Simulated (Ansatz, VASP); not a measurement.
**Au in VASP and in Ansatz**

Contents of INCAR:

```
PREC     = Accurate       # precision mode
ENCUT    = 500            # plane-wave cutoff, eV
EDIFF    = 1E-6           # SCF threshold, eV
ISMEAR   = 0              # smearing method
SIGMA    = 0.1            # smearing width, eV
LREAL    = False          # projectors in reciprocal space
LASPH    = True           # aspherical terms in the spheres
NELM     = 120            # most SCF steps
ALGO     = Normal         # electronic algorithm
ISIF     = 2              # what is computed and relaxed
LWAVE    = False          # write WAVECAR
LCHARG   = False          # write CHGCAR
GGA      = PE             # functional
NBANDS   = 12             # bands
GGA_COMPAT= False
```

KPOINTS

```
regular mesh
0
Gamma
  18 18 18
```

Contents of POSCAR:

```
Au
1.0
    0.0000000000      2.1399082618      2.1399082618
    2.1399082618      0.0000000000      2.1399082618
    2.1399082618      2.1399082618      0.0000000000
Au
1
Direct
    0.0000000000      0.0000000000      0.0000000000
```

Input for Ansatz:

```yaml
crystal:
  lattice:
    - [0.0, 2.1399082618, 2.1399082618]
    - [2.1399082618, 0.0, 2.1399082618]
    - [2.1399082618, 2.1399082618, 0.0]
  atoms:
    - { symbol: Au, position: [0.0, 0.0, 0.0] }
basis: {}
kpoints:
  mp_grid: { grid: [18, 18, 18] }
hamiltonian:
  xc: pbe
  pseudopotentials: { kind: nc }
scf:
  occupations: { method: gaussian, width: 0.1 }
output:
  forces: true
  stress: true
  eigenvalues: true
```

Alike in both runs: task single point; functional PBE; k mesh 18 × 18 × 18; occupations gaussian, width 0.1 eV; no spin polarisation.

```csv
,VASP,Ansatz
version,VASP 6.6.1,Ansatz 0.2.0
potentials or method,"VASP PAW PBE potentials, release 64 (Au)","scalar-relativistic, plane waves, norm-conserving pseudopotentials"
plane-wave cutoff (eV),500,1034
valence electrons in the cell,11,19
```

|  | VASP | Ansatz | Ansatz less VASP |
| --- | --- | --- | --- |
| gap on the k mesh at the Fermi level (eV) | none | none | - |
| pressure (GPa) | -9.5 | -9.4 | +0.17 |

A gap of «none» marks a metal or a gap that the smearing closes. VASP's potentials hold 11 valence electrons a cell and Ansatz's 19, so a difference there can come from the potentials and not from the codes.

Neither program's run includes spin-orbit coupling.
